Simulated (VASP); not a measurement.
# Pd (Fm-3m) in VASP: further runs, part 2 of 2

VASP 6.6.1.

## Step 3: Single point, RPBE (volume scaled by 0.96)

INCAR

```
SYSTEM = Pd
PREC = Accurate ; ENCUT = 520
EDIFF = 1E-7 ; ISMEAR = -1
SIGMA = 0.1 ; LREAL = .FALSE.
LASPH = .TRUE. ; NELM = 100
ALGO = Normal ; ISIF = 2
LWAVE = .FALSE. ; LCHARG = .TRUE.
GGA = RP ; LELF = .TRUE.
LVHAR = .TRUE. ; NBANDS = 11
```

KPOINTS

```
regular mesh
0
G
  22 22 22
  0 0 0
```

POSCAR

```
Pd
1.0
    0.0000000000      1.9656250204      1.9656250204
    1.9656250204      0.0000000000      1.9656250204
    1.9656250204      1.9656250204      0.0000000000
Pd
1
Direct
    0.0000000000      0.0000000000      0.0000000000
```

Potentials or basis: VASP PAW PBE potentials, release 64 (Pd).

Command:

```bash
> cat potpaw_PBE.64/Pd/POTCAR > POTCAR
> mpirun -np 1 vasp_std > vasp.out
```

OUTCAR:

```text
SYSTEM = Pd
   PREC = Accurate
   ENCUT = 520
   EDIFF = 1E-7
   ISMEAR = -1
   LREAL = .FALSE.
   LASPH = .TRUE.
   NELM = 100
   ISIF = 2
   GGA = RP

 ion  position               nearest neighbor table
   1  0.000  0.000  0.000-

  LATTYP: Found a face centered cubic cell.
 ALAT       =     3.9312500408

  Lattice vectors:

 A1 = (   0.0000000000,   1.9656250204,   1.9656250204)
 A2 = (   1.9656250204,   0.0000000000,   1.9656250204)
 A3 = (   1.9656250204,   1.9656250204,   0.0000000000)

Analysis of symmetry for initial positions (statically):
=====================================================================
 Subroutine PRICEL returns:
 Original cell was already a primitive cell.

 Routine SETGRP: Setting up the symmetry group for a
 face centered cubic supercell.

 Subroutine GETGRP returns: Found 48 space group operations
 (whereof 48 operations were pure point group operations)
 out of a pool of 48 trial point group operations.

The static configuration has the point symmetry O_h .

Analysis of symmetry for dynamics (positions and initial velocities):
=====================================================================
 Subroutine PRICEL returns:
 Original cell was already a primitive cell.

 Routine SETGRP: Setting up the symmetry group for a
 face centered cubic supercell.

 Subroutine GETGRP returns: Found 48 space group operations
 (whereof 48 operations were pure point group operations)
 out of a pool of 48 trial point group operations.

The dynamic configuration has the point symmetry O_h .

 Subroutine INISYM returns: Found 48 space group operations
 (whereof 48 operations are pure point group operations),
 and found     1 'primitive' translations

----------------------------------------------------------------------------------------

                                     Primitive cell

  volume of cell :      15.1891

  direct lattice vectors                    reciprocal lattice vectors
     0.000000000  1.965625020  1.965625020    -0.254372016  0.254372016  0.254372016
     1.965625020  0.000000000  1.965625020     0.254372016 -0.254372016  0.254372016
     1.965625020  1.965625020  0.000000000     0.254372016  0.254372016 -0.254372016

  length of vectors
     2.779813562  2.779813562  2.779813562     0.440585256  0.440585256  0.440585256

  position of ions in fractional coordinates (direct lattice)
     0.000000000  0.000000000  0.000000000

  ion indices of the primitive-cell ions
   primitive index   ion index
                 1           1

----------------------------------------------------------------------------------------

 KPOINTS: regular mesh

Automatic generation of k-mesh.
 Grid dimensions read from file:
 generate k-points for:   22   22   22

 Generating k-lattice:

  Cartesian coordinates                     Fractional coordinates (reciprocal lattice)
    -0.011562364  0.011562364  0.011562364     0.045454545  0.000000000  0.000000000
     0.011562364 -0.011562364  0.011562364     0.000000000  0.045454545  0.000000000
     0.011562364  0.011562364 -0.011562364     0.000000000  0.000000000  0.045454545

  Length of vectors
     0.020026603  0.020026603  0.020026603

  Shift w.r.t. Gamma in fractional coordinates (k-lattice)
     0.000000000  0.000000000  0.000000000

 Subroutine IBZKPT returns following result:
 ===========================================

 Found    328 irreducible k-points:

 Following reciprocal coordinates:
            Coordinates               Weight
  0.000000  0.000000  0.000000      1.000000
  0.045455  0.000000  0.000000      8.000000
  0.090909  0.000000  0.000000      8.000000
  0.136364  0.000000  0.000000      8.000000
  0.181818  0.000000  0.000000      8.000000
  0.227273  0.000000  0.000000      8.000000
[... 16 lines left out ...]
  0.500000  0.045455  0.000000     24.000000
 -0.454545  0.045455  0.000000     24.000000
 [... further k-points ...]
   k-points           NKPTS =    328   k-points in BZ     NKDIM =    328   number of bands    NBANDS=     11
   number of dos      NEDOS =    301   number of ions     NIONS =      1
   total plane-waves  NPLWV =  13824
   dimension x,y,z NGX =    24 NGY =   24 NGZ =   24
   dimension x,y,z NGXF=    48 NGYF=   48 NGZF=   48
   ions per type =               1
   NGX,Y,Z   is equivalent  to a cutoff of  14.35, 14.35, 14.35 a.u.
   NGXF,Y,Z  is equivalent  to a cutoff of  28.71, 28.71, 28.71 a.u.
 SYSTEM =  Pd
   PREC   = accura    normal or accurate (medium, high low for compatibility)
   ISTART =      0    job   : 0-new  1-cont  2-samecut
   ICHARG =      2    charge: 1-file 2-atom 10-const
   ISPIN  =      1    spin polarized calculation?
   LNONCOLLINEAR =      F non collinear calculations
   LSORBIT =      F    spin-orbit coupling
   LASPH  =      T    aspherical Exc in radial PAW
   ENCUT  =  520.0 eV  38.22 Ry    6.18 a.u.   5.17  5.17  5.17*2*pi/ulx,y,z
   NELM   =    100;   NELMIN=  2; NELMDL= -5     # of ELM steps
   EDIFF  = 0.1E-06   stopping-criterion for ELM
   LREAL  =      F    real-space projection
   EDIFFG = 0.1E-05   stopping-criterion for IOM
   NSW    =      0    number of steps for IOM
   IBRION =     -1    ionic relax: 0-MD 1-quasi-New 2-CG
   NFREE  =      0    steps in history (QN), initial steepest desc. (CG)
   ISIF   =      2    stress and relaxation
   ISYM   =      2    0-nonsym 1-usesym 2-fastsym
   POTIM  = 0.5000    time-step for ionic-motion
   TEBEG  =    0.0;   TEEND  =   0.0 temperature during run
   PSTRESS=    0.0 pullay stress
   NELECT =      10.0000    total number of electrons
   NUPDOWN=      -1.0000    fix difference up-down
   EMIN   =  10.00;   EMAX   =-10.00  energy-range for DOS
   EFERMI =   0.00;   METHOD = LEGACY
   ISMEAR =    -1;   SIGMA  =   0.10  broadening in eV -4-tet -1-fermi 0-gaus
   EFERMI_NEDOS =   21; number of points for ismear=-14 and -15
   IALGO  =     38    algorithm
   IMIX   =      4    mixing-type and parameters
     AMIX     =   0.40;   BMIX     =  1.00
     AMIX_MAG =   1.60;   BMIX_MAG =  1.00
  volume/ion in A,a.u.               =      15.19       102.50
  Fermi-wavevector in a.u.,A,eV,Ry     =   1.424178  2.691305 27.596451  2.028282
  Thomas-Fermi vector in A             =   2.544696
   LORBIT       =      0    0 simple, 1 ext, 2 COOP (PROOUT), +10 PAW based schemes
   GGA     = RP    functional components
   LHFCALC =     F    Hartree Fock is set to
   AEXX    =    0.0000 exact exchange contribution
   IVDW    =     0    specifies the selected vdW correction
   LEPSILON=     F    determine dielectric tensor
   LRPA    =     F    only Hartree local field effects (RPA)
 non-spin polarized calculation
  energy-cutoff  :      520.00
  volume of cell :       15.19
 maximum number of plane-waves:       424
 NGX is ok and might be reduce to    24
   NGX = 11   NGY = 11   NGZ = 11

 number of electron      10.0000000 magnetization

 number of electron       9.9999999 magnetization

 Free energy of the ion-electron system (eV)
  ---------------------------------------------------
  ext. energy  EPLUGINS =         0.00000000
  ---------------------------------------------------
  free energy    TOTEN  =        -4.65274165 eV

  energy without entropy =       -4.58667738  energy(sigma->0) =       -4.61970951

 E-fermi :   9.4300     XC(G=0): -12.8948

 val. band max:        9.4197109867   @ k =   0.5000   0.1818   0.0000
 cond. band min:       9.4308503897   @ k =  -0.4545   0.3182   0.0455
 fundamental gap:      0.0111394030
 Fermi energy:         9.4300251830

 k-point     1 :       0.0000    0.0000    0.0000
  band No.  band energies     occupation
      1       2.5323      2.00000
      2       6.7034      2.00000
      3       6.7034      2.00000
      4       6.7034      2.00000
      5       8.2268      1.99999
      6       8.2268      1.99999
      7      26.5753      0.00000
      8      31.2124      0.00000
      9      31.2124      0.00000
     10      31.2124      0.00000
     11      35.7746      0.00000

 k-point     2 :       0.0455    0.0000    0.0000
  band No.  band energies     occupation
      1       2.6059      2.00000
      2       6.6776      2.00000
      3       6.7287      2.00000
      4       6.7287      2.00000
      5       8.2145      1.99999
      6       8.2145      1.99999
      7      26.6505      0.00000
      8      30.6766      0.00000
      9      31.2932      0.00000
     10      31.2932      0.00000
     11      35.8531      0.00000
[... 295 lines left out ...]
 k-point    24 :      -0.4545    0.0455    0.0000
  band No.  band energies     occupation
      1       4.4090      2.00000
      2       6.6295      2.00000
      3       6.7009      2.00000
      4       9.0067      1.97139
      5       9.3089      1.54107
      6      10.7840      0.00000
      7      16.7436      0.00000
      8      25.9941      0.00000
      9      29.8336      0.00000
     10      30.3333      0.00000
     11      35.8829      0.00000

 [... further k-points ...]
[... 5 lines left out ...]
  --------------------------------------------------------------------------------------
  -------------------------------------------------------------------------------------
  Total        0.5906743      0.5906743      0.5906743      0.0000000      0.0000000     -0.0000000
  in kB       62.3055349     62.3055349     62.3055349      0.0000000      0.0000000     -0.0000000
  external PRESSURE =      62.3055349 kB  Pullay stress =       0.0000000 kB

 VOLUME and BASIS-vectors are now :
 -----------------------------------------------------------------------------
  energy-cutoff  :      520.00
  volume of cell :       15.19
      direct lattice vectors                 reciprocal lattice vectors
     0.000000000  1.965625020  1.965625020    -0.254372016  0.254372016  0.254372016
     1.965625020  0.000000000  1.965625020     0.254372016 -0.254372016  0.254372016
     1.965625020  1.965625020  0.000000000     0.254372016  0.254372016 -0.254372016

 POSITION                                       TOTAL-FORCE (eV/Angst)
 -----------------------------------------------------------------------------------
      0.00000      0.00000      0.00000         0.000000      0.000000      0.000000
 -----------------------------------------------------------------------------------
    total drift:                               -0.000000      0.000000      0.000000

  FREE ENERGIE OF THE ION-ELECTRON SYSTEM (eV)
  ---------------------------------------------------
  free  energy   TOTEN  =        -4.6527416463 eV

  energy  without entropy=       -4.5866773756  energy(sigma->0) =       -4.61970951
```

OSZICAR:

```text
N       E                     dE             d eps       ncg     rms          rms(c)
DAV:   1     0.425685477726E+02    0.42569E+02   -0.51429E+03  7272   0.848E+02
DAV:   2    -0.431475489283E+01   -0.46883E+02   -0.45291E+02  8133   0.182E+02
DAV:   3    -0.487187753626E+01   -0.55712E+00   -0.55481E+00  8622   0.211E+01
DAV:   4    -0.487450100974E+01   -0.26235E-02   -0.26231E-02  8682   0.153E+00
DAV:   5    -0.487453109250E+01   -0.30083E-04   -0.30083E-04  9559   0.147E-01    0.691E+00
DAV:   6    -0.466304381016E+01    0.21149E+00   -0.88180E-01  8788   0.766E+00    0.358E+00
DAV:   7    -0.465544543479E+01    0.75984E-02   -0.10706E-02  9310   0.751E-01    0.189E+00
DAV:   8    -0.465273861555E+01    0.27068E-02   -0.99112E-04  8843   0.238E-01    0.590E-02
DAV:   9    -0.465273686303E+01    0.17525E-05   -0.35806E-05  9121   0.521E-02    0.235E-02
DAV:  10    -0.465274210860E+01   -0.52456E-05   -0.53273E-06  8773   0.203E-02    0.442E-03
DAV:  11    -0.465274167210E+01    0.43650E-06   -0.65045E-08  9076   0.258E-03    0.308E-04
DAV:  12    -0.465274164630E+01    0.25794E-07   -0.42193E-09  5888   0.584E-04
   1 F= -.46527416E+01 E0= -.46197095E+01  d E =-.660643E-01
```

Run time: 30 s. Hardware: 1 thread of Intel Xeon Platinum 8375C at 2.90GHz (Ice Lake), shared host; peak memory 0.18 GiB.

What came out:

- Free energy: -4.6527 eV
- Pressure: 6.2 GPa
- Band gap on the k mesh: zero (band 5 reaches 9.68 eV, above the bottom of band 6 at 8.16 eV)

Caveat: the cell differs from its parent crystal (volume scaled by 0.96); the PAW data sets were made with another functional, which shifts forces and pressure a little.

## Step 4: Single point, RPBE

This run uses another cell than the first one, of 15.82 Å³/atom, 1.087 times its volume.

INCAR

```
SYSTEM = Pd
PREC     = Accurate       ! precision mode
ENCUT    = 520            ! plane-wave cutoff, eV
EDIFF    = 1E-7           ! SCF threshold, eV
ISMEAR   = -1             ! smearing method
SIGMA    = 0.1            ! smearing width, eV
LREAL    = .FALSE.        ! projectors in reciprocal space
LASPH    = .TRUE.         ! aspherical terms in the spheres
NELM     = 80             ! most SCF steps
ALGO     = Normal         ! electronic algorithm
ISIF     = 2              ! what is computed and relaxed
LWAVE    = .FALSE.        ! write WAVECAR
LCHARG   = .FALSE.        ! write CHGCAR
GGA      = RP             ! functional
NBANDS   = 11             ! bands
```

KPOINTS

```
Automatic mesh
0
G
  22 22 22
  0 0 0
```

POSCAR

```
Pd
1.0
    0.0000000000      1.9925547369      1.9925547369
    1.9925547369      0.0000000000      1.9925547369
    1.9925547369      1.9925547369      0.0000000000
Pd
1
Direct
    0.0000000000      0.0000000000      0.0000000000
```

Command:

```bash
> cat potpaw_PBE.64/Pd/POTCAR > POTCAR
> mpirun -np 1 vasp_std > vasp.out
```

Wall time 29 s (1 thread of Intel Xeon Platinum 8375C at 2.90GHz (Ice Lake), shared host); peak memory 0.18 GiB.

Results (log left out):

```yaml
Free_energy: -4.6641 eV
Pressure: -0.4 GPa
Band_gap_on_the_k_mesh: zero (band 5 reaches 9.00 eV, above the bottom of band 6 at 7.59 eV)
```

Levels at points of the mesh, in eV from the Fermi level:
| k point | band 2 | band 3 | band 4 | band 5 | band 6 | band 7 | band 8 | band 9 |
| --- | --- | --- | --- | --- | --- | --- | --- | --- |
| (0.00, 0.00, 0.00) | -2.55 | -2.55 | -2.55 | -1.13 | -1.13 | 17.10 | 21.51 | 21.51 |
| (0.50, 0.00, 0.00) | -2.60 | -2.60 | -0.06 | -0.06 | 1.17 | 6.79 | 16.44 | 20.44 |
| (0.50, 0.50, 0.00) | -4.58 | -0.09 | 0.22 | 0.22 | 3.37 | 10.07 | 12.85 | 12.85 |

Caveat: the PAW data sets were made with another functional, which shifts forces and pressure a little.

## Step 5: Single point, RPBE

This run uses another cell than the first one, of 15.82 Å³/atom, 1.087 times its volume.

INCAR

```
PREC = Accurate
ENCUT = 520
EDIFF = 1E-6
ISMEAR = -1
SIGMA = 0.1
LREAL = F
LASPH = T
NELM = 80
ALGO = Normal
ISIF = 2
LWAVE = F
LCHARG = F
GGA = RP
NBANDS = 11
```

KPOINTS

```
regular mesh
0
Gamma
  22 22 22
```

POSCAR is that of step 4.

Command:

```bash
> cat potpaw_PBE.64/Pd/POTCAR > POTCAR
> mpirun -np 1 vasp_std > vasp.out
```

Wall time 26 s (1 thread of Intel Xeon Platinum 8375C at 2.90GHz (Ice Lake), shared host); peak memory 0.18 GiB.

It converged, with:

```
Free energy            : -4.6641 eV
Pressure               : -0.4 GPa
Band gap on the k mesh : zero (band 5 reaches 9.00 eV, above the bottom of band 6 at 7.59 eV)
```

Levels at points of the mesh, in eV from the Fermi level:
| k point | band 3 | band 4 | band 5 | band 6 | band 7 | band 8 |
| --- | --- | --- | --- | --- | --- | --- |
| (0.00, 0.00, 0.00) | -2.55 | -2.55 | -1.13 | -1.13 | 17.10 | 21.51 |
| (0.50, 0.00, 0.00) | -2.60 | -0.06 | -0.06 | 1.17 | 6.79 | 16.44 |
| (0.50, 0.50, 0.00) | -0.09 | 0.22 | 0.22 | 3.37 | 10.07 | 12.85 |

Caveat: the PAW data sets were made with another functional, which shifts forces and pressure a little.

## Step 6: Single point, RPBE (volume scaled by 1.04)

INCAR

```
SYSTEM = Pd
  ALGO = Normal
  EDIFF = 1E-6
  ENCUT = 520
  GGA = RP
  ISIF = 2
  ISMEAR = -1
  LASPH = .True.
  LCHARG = .False.
  LREAL = .False.
  LWAVE = .False.
  NBANDS = 11
  NELM = 100
  PREC = Accurate
  SIGMA = 0.1
```

KPOINTS

```
k-points
0
Gamma
  22 22 22
  0 0 0
```

POSCAR

```
Pd
1.0
    0.0000000000      2.0187755693      2.0187755693
    2.0187755693      0.0000000000      2.0187755693
    2.0187755693      2.0187755693      0.0000000000
Pd
1
Direct
    0.0000000000      0.0000000000      0.0000000000
```

Potentials or basis: VASP PAW PBE potentials, release 64 (Pd).

Command:

```bash
> cat potpaw_PBE.64/Pd/POTCAR > POTCAR
> mpirun -np 1 vasp_std > vasp.out
```

Run time: 22 s. Hardware: 1 thread of Intel Xeon Platinum 8375C at 2.90GHz (Ice Lake), shared host; peak memory 0.18 GiB.

It converged, with:

```
Free energy            : -4.6526 eV
Pressure               : -5.4 GPa
Band gap on the k mesh : zero (band 5 reaches 8.39 eV, above the bottom of band 6 at 7.07 eV)
```

Levels at points of the mesh, in eV from the Fermi level:
| k point | band 1 | band 2 | band 3 | band 4 | band 5 | band 6 | band 7 | band 8 | band 9 | band 10 |
| --- | --- | --- | --- | --- | --- | --- | --- | --- | --- | --- |
| (0.00, 0.00, 0.00) | -6.31 | -2.40 | -2.40 | -2.40 | -1.07 | -1.07 | 17.05 | 21.24 | 21.24 | 21.24 |
| (0.50, 0.00, 0.00) | -4.51 | -2.44 | -2.44 | -0.06 | -0.06 | 1.25 | 6.51 | 16.38 | 20.04 | 20.04 |
| (0.50, 0.50, 0.00) | -4.55 | -4.31 | -0.09 | 0.20 | 0.20 | 3.38 | 9.70 | 12.63 | 12.63 | 20.00 |

Caveat: the cell differs from its parent crystal (volume scaled by 1.04); the PAW data sets were made with another functional, which shifts forces and pressure a little.

## Step 7: Summary

| cell | gap on the mesh (eV) | pressure (GPa) |
| --- | --- | --- |
| a = 2.741 Å, angles 60.0°, 1 atom | none | 14.8 |
| a = 2.780 Å, angles 60.0°, 1 atom | none | 6.2 |
| a = 2.818 Å, angles 60.0°, 1 atom | none | -0.4 |
| a = 2.855 Å, angles 60.0°, 1 atom | none | -5.4 |

Alike in all rows: task single point; level RPBE; potentials or basis VASP PAW PBE potentials, release 64 (Pd); no spin polarisation; k mesh 22 × 22 × 22; cutoff (eV) 520; smearing fermi-dirac 0.1 eV.

Caveats: the PAW data sets were made with another functional, which shifts forces and pressure a little.

Absolute energies hang on the potentials; compare differences alone.
